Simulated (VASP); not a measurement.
A run of VASP 6.6.1 is set up as follows.

INCAR

```
SYSTEM = WSe2
PREC     = Accurate       ! precision mode
ENCUT    = 520            ! plane-wave cutoff, eV
EDIFF    = 1E-6           ! SCF threshold, eV
ISMEAR   = 0              ! smearing method
SIGMA    = 0.02           ! smearing width, eV
LREAL    = .False.        ! projectors in reciprocal space
LASPH    = .True.         ! aspherical terms in the spheres
NELM     = 100            ! most SCF steps
ALGO     = Normal         ! electronic algorithm
ISIF     = 2              ! what is computed and relaxed
LWAVE    = .False.        ! write WAVECAR
LCHARG   = .True.         ! write CHGCAR
LDIPOL   = .True.       
IDIPOL   = 3            
DIPOL    = 0.5 0.5 0.500
GGA      = PE             ! functional
IVDW     = 12             ! dispersion correction
LELF     = .True.         ! ELF
LVHAR    = .True.       
LVACPOTAV= .True.       
NBANDS   = 20             ! bands
```

The input KPOINTS:

```
Automatic mesh
0
Gamma
  9 9 1
  0 0 0
```

POSCAR

```
WSe2
1.0
    3.2790216120      0.0000000000      0.0000000000
   -1.6395108060      2.8397160156      0.0000000000
    0.0000000000      0.0000000000     32.7373830789
Se W
2 1
Direct
    0.3333333333      0.6666666667      0.4485497736
    0.3333333333      0.6666666667      0.5514502264
    0.6666666667      0.3333333333      0.5000000000
```

Potentials or basis: VASP PAW PBE potentials, release 64 (Se, W_sv).

Launch:

```console
$ cat potpaw_PBE.64/Se/POTCAR potpaw_PBE.64/W_sv/POTCAR > POTCAR
$ mpirun -np 1 vasp_std > vasp.out
```

Q: Predict the band gap on the k mesh.

A: 1.69 eV, direct.

Q: Predict the ionisation potential of the upper face.

A: 5.06 eV.

Q: Estimate the largest force.

A: 0.096 eV/Å.

Q: Predict the dispersion energy per atom.

A: -0.339 eV.

Forces in eV/Å, atoms in the order of the input:
```
Se   0.000  0.000 -0.096
Se   0.000  0.000  0.096
W    0.000  0.000  0.000
```

Caveat: spin-orbit coupling is left out, which moves the levels of the heavy elements.
